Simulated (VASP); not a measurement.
Set up this calculation in VASP 6.6.1, as the native input.

```
Task                   : single point
Functional             : PBEsol
Potentials or basis    : VASP PAW PBE potentials, release 64 (Y_sv)
Cutoff                 : 520 eV
k mesh                 : 14 × 14 × 10
Occupations            : gaussian, width 0.1 eV
Spin                   : no spin polarisation
Dipole correction      : no
Further INCAR settings : ALGO = Fast; EDIFF = 1e-06; NBANDS = 18
```

The structure of Y lies in POSCAR:

```
Y
1.0
    2.4635876320      2.4635876320      0.0000000000
   -2.4861716265      2.4861716265      0.0000000000
    0.0000000000      0.0000000000      5.0042184881
Y
2
Direct
    0.0000000000      0.0000000000      0.0000000000
    0.5000000000      0.5000000000      0.5000000000
```

This cell differs from its parent crystal: uniaxial strain along a: -1.0 %, then relaxed in part.

The input as run:

INCAR

```
PREC = Accurate ; ENCUT = 520
EDIFF = 1E-6 ; ISMEAR = 0
SIGMA = 0.1 ; LREAL = False
LASPH = True ; NELM = 60
ALGO = Fast ; ISIF = 2
LWAVE = False ; LCHARG = False
GGA = PS ; NBANDS = 18
```

KPOINTS

```
Automatic mesh
0
Gamma
  14 14 10
```

Potentials or basis: VASP PAW PBE potentials, release 64 (Y_sv).

Command:

```bash
$ cat potpaw_PBE.64/Y_sv/POTCAR > POTCAR
$ mpirun -np 1 vasp_std > vasp.out
```

Results of the run:

```json
{
  "Pressure": "0.1 GPa",
  "Band gap on the k mesh": "zero (band 11 reaches 4.12 eV, above the bottom of band 12 at 2.28 eV)"
}
```

Caveat: the cell differs from its parent crystal (uniaxial strain along a: -1.0 %, then relaxed in part); the PAW data sets were made with another functional, which shifts forces and pressure a little.

It took 6.8 min on 1 thread of Intel Xeon 6975P-C (shared host), peak memory 0.5 GiB.
